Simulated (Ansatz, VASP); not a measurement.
## V in VASP and in Ansatz

Contents of INCAR:

```
SYSTEM = V
PREC = Accurate
ENCUT = 520
EDIFF = 1E-6
ISMEAR = -1
SIGMA = 0.1
LREAL = .FALSE.
LASPH = .TRUE.
NELM = 60
ALGO = Normal
ISIF = 2
LWAVE = .FALSE.
LCHARG = .FALSE.
GGA = CA
NBANDS = 12
```

KPOINTS

```
Automatic mesh
0
G
  15 15 15
  0 0 0
```

File POSCAR:

```
V
1.0
    2.3807933412      0.0000000000      0.0000000000
    0.0000000000      2.3807933412      0.0000000000
    0.0000000000      0.0000000000      2.3807933412
V
1
Direct
    0.0000000000      0.0000000000      0.0000000000
```

Input for Ansatz:

```yaml
crystal:
  lattice:
    - [2.3807933412, 0.0, 0.0]
    - [0.0, 2.3807933412, 0.0]
    - [0.0, 0.0, 2.3807933412]
  atoms:
    - { symbol: V, position: [0.0, 0.0, 0.0] }
hamiltonian:
  xc: lda
  pseudopotentials:
    kind: paw
    azcp:
      V: "pseudopotentials/V.paw.azcp"
basis:
  ecutwfc: 420
  fft_grid_basis: typed
kpoints:
  mp_grid: { grid: [15, 15, 15], shift: [0, 0, 0] }
magnetization:
  spin_polarized: false
scf:
  occupations: { method: fermi_dirac, width: 0.1 }
  lower_state_search: "off"
output:
  stress: true
```

Alike in both runs: task single point; functional LDA; k mesh 15 × 15 × 15; occupations fermi-dirac, width 0.1 eV; no spin polarisation.

```csv
,VASP,Ansatz
version,VASP 6.6.1,Ansatz 0.2.0
potentials or method,"VASP PAW LDA potentials, release 64 (V_sv), cutoff 520 eV","plane waves (420 eV) with PAW, scalar-relativistic"
valence electrons in the cell,13,13
```

Ansatz gave:

- pressure (GPa): 0.8

Q: Which values does VASP return?

A: Pressure (GPa): 1.4.

Ansatz warns that its potentials were made for another functional, while VASP's fit it. LDA's correlation is that of Perdew and Zunger in VASP and of Perdew and Wang (1992) in Ansatz.
